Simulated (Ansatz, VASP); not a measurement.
Two plane-wave programs on MnS

INCAR

```
ALGO = Normal
EDIFF = 1E-6
ENCUT = 600
GGA = PE
GGA_COMPAT = False
ISIF = 2
ISMEAR = 0
ISPIN = 2
LASPH = True
LCHARG = False
LDAU = True
LDAUJ = 0 0
LDAUL = 2 -1
LDAUPRINT = 1
LDAUTYPE = 2
LDAUU = 5 0
LMAXMIX = 4
LORBIT = 11
LREAL = False
LWAVE = False
MAGMOM = 4.37 4.37 0.04 0.04
NBANDS = 33
NELM = 200
PREC = Accurate
SIGMA = 0.05
```

Contents of KPOINTS:

```
k-points
0
Gamma
  6 6 3
```

POSCAR

```
MnS
1.0
    3.9760016100      0.0000000000      0.0000000000
   -1.9880008000      3.4433184000      0.0000000000
    0.0000000000      0.0000000000      6.4320005000
Mn S
2 2
Direct
    0.3333333333      0.6666666667      0.0000000000
    0.6666666667      0.3333333333      0.5000000000
    0.3333333333      0.6666666667      0.3850000000
    0.6666666667      0.3333333333      0.8850000000
```

Input for Ansatz:

```yaml
crystal:
  lattice:
    - [3.97600161, 0.0, 0.0]
    - [-1.9880008, 3.4433184, 0.0]
    - [0.0, 0.0, 6.4320005]
  atoms:
    - { symbol: Mn, position: [0.3333333333, 0.6666666667, 0.0], spin: 2.5 }
    - { symbol: Mn, position: [0.6666666667, 0.3333333333, 0.5], spin: 2.5 }
    - { symbol: S, position: [0.3333333333, 0.6666666667, 0.385] }
    - { symbol: S, position: [0.6666666667, 0.3333333333, 0.885] }
basis:
  ecutwfc: 420
  ecutrho_ratio: 4
kpoints:
  mp_grid: { grid: [6, 6, 3] }
hamiltonian:
  xc: pbe
  hubbard:
    sites: [{ site: 0, l: d, u_eff: 5.0 }, { site: 1, l: d, u_eff: 5.0 }]
scf:
  occupations: { method: gaussian, width: 0.05 }
  lower_state_search: "off"
  max_iter: 150
output:
  forces: true
  stress: true
  eigenvalues: true
  populations: true
  hubbard: { sites: [{ site: 0, l: d }, { site: 1, l: d }] }
magnetization:
  spin_polarized: true
  initial_magnetization: 5.0
  spin_locking: { lock_magnetization: soft, n_iters: 6 }
```

Alike in both runs: task single point; functional PBE; k mesh 6 × 6 × 3; occupations gaussian, width 0.05 eV; collinear spin; Hubbard terms Mn d U = 5.0 eV.

|  | VASP | Ansatz |
| --- | --- | --- |
| version | VASP 6.6.1 | Ansatz 0.2.0 |
| potentials or method | VASP PAW PBE potentials, release 64 (Mn_sv, S), cutoff 600 eV | scalar-relativistic, plane waves, PAW |
| valence electrons in the cell | 42 | 42 |

|  | VASP | Ansatz | Ansatz less VASP |
| --- | --- | --- | --- |
| gap on the k mesh at the Fermi level (eV) | 1.53 | 1.49 | -0.040 |
| least direct gap on the mesh (eV) | 1.53 | 1.49 | -0.040 |
| pressure (GPa) | 4.5 | 5.8 | +1.33 |
| traceless stress, the component that is largest in VASP (GPa) | -1.79 | -1.72 | +0.078 |
| rms of the force components (eV/Å) | 0.132 | 0.146 | +0.0146 |
| net moment per atom (μB) | 2.50 | 2.50 | 0.000 |
| size of the moment on the site where the two differ most (μB) | 4.46 | 4.37 | -0.094 |

Site moments also hang on the region over which each program counts them. The programs project onto different local orbitals, so the same U acts differently, and such runs can settle in different states. Atom by atom the forces differ by 0.015 eV/Å (rms over components). Ansatz's warnings: stress scf threshold loose.
